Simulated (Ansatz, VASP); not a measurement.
## Two plane-wave programs on KI

Contents of INCAR:

```
SYSTEM = KI
AGGAC = 1.0
AGGAX = 1.0
ALDAC = 0.0
ALDAX = 1.0
ALGO = Normal
EDIFF = 1E-6
EDIFFG = -0.01
ENCUT = 600
GGA = B5
IBRION = 2
ISIF = 3
ISMEAR = 0
IVDW = 12
LASPH = .TRUE.
LCHARG = .FALSE.
LREAL = .FALSE.
LWAVE = .FALSE.
NELM = 100
NSW = 80
PREC = Accurate
SIGMA = 0.01
VDW_A1 = 0.4298
VDW_A2 = 4.2359
VDW_S6 = 1.0
VDW_S8 = 2.6996
```

The input KPOINTS:

```
k-points
0
G
  4 4 4
  0 0 0
```

File POSCAR:

```
KI
1.0
    4.2911970000      0.0000000000      0.0000000000
    0.0000000000      4.2911970000      0.0000000000
    0.0000000000      0.0000000000      4.2911970000
K I
1 1
Direct
    0.0000000000      0.0000000000      0.0000000000
    0.5000000000      0.5000000000      0.5000000000
```

Input for Ansatz:

```yaml
crystal:
  lattice:
    - [4.291197, 0.0, 0.0]
    - [0.0, 4.291197, 0.0]
    - [0.0, 0.0, 4.291197]
  atoms:
    - { symbol: K, position: [0.0, 0.0, 0.0] }
    - { symbol: I, position: [0.5, 0.5, 0.5] }
kpoints:
  mp_grid:
    grid: [4, 4, 4]
hamiltonian:
  xc: blyp
  dispersion: d3bj
scf:
  occupations:
    method: fixed
relax:
  max_steps: 60
  cell: {}
```

Alike in both runs: task relaxation of cell and atoms; functional BLYP; dispersion D3(BJ); k mesh 4 × 4 × 4; no spin polarisation.

|  | VASP | Ansatz |
| --- | --- | --- |
| version | VASP 6.6.1 | Ansatz 0.2.0 |
| potentials or method | VASP PAW PBE potentials, release 64 (K_sv, I) | plane waves, PAW |
| plane-wave cutoff (eV) | 600 | 420 |
| occupations | gaussian, width 0.01 eV | fixed |
| valence electrons in the cell | 16 | 26 |

Ansatz gave:

```
relaxed volume (Å³/atom)                                     : 37.19
relaxed cell length with the largest relative difference (Å) : 4.206
```

Which values does VASP return?

Relaxed volume (Å³/atom): 37.34; relaxed cell length with the largest relative difference (Å): 4.211.

VASP's potentials were made for PBE, not for BLYP. VASP's potentials hold 16 valence electrons a cell and Ansatz's 26, so a difference there can come from the potentials and not from the codes.

Spin-orbit coupling is off throughout.
